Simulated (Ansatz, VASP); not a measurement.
LaOs3 in VASP and in Ansatz

```xyz
4
Lattice="4.1366 0.0000 0.0000 0.0000 4.1366 0.0000 0.0000 0.0000 4.1366" Properties=species:S:1:pos:R:3 pbc="T T T"
La    0.0000    0.0000    0.0000
Os    0.0000    2.0683    2.0683
Os    2.0683    2.0683    0.0000
Os    2.0683    0.0000    2.0683
```

Alike in both runs: task single point; functional PBE; k mesh 8 × 8 × 8; occupations gaussian, width 0.05 eV; no spin polarisation.

|  | VASP | Ansatz |
| --- | --- | --- |
| version | VASP 6.6.1 | Ansatz 0.2.0 |
| potentials or method | VASP PAW PBE potentials, release 64 (La, Os), cutoff 520 eV | scalar-relativistic, plane waves, PAW |
| valence electrons in the cell | 35 | 59 |

```tsv
	VASP	Ansatz	Ansatz less VASP
gap on the k mesh at the Fermi level (eV)	none	none	-
pressure (GPa)	1.6	1.4	-0.12
```

A gap of «none» marks a metal or a gap that the smearing closes. VASP's potentials hold 35 valence electrons a cell and Ansatz's 59, so a difference there can come from the potentials and not from the codes.

Neither program's run includes spin-orbit coupling.
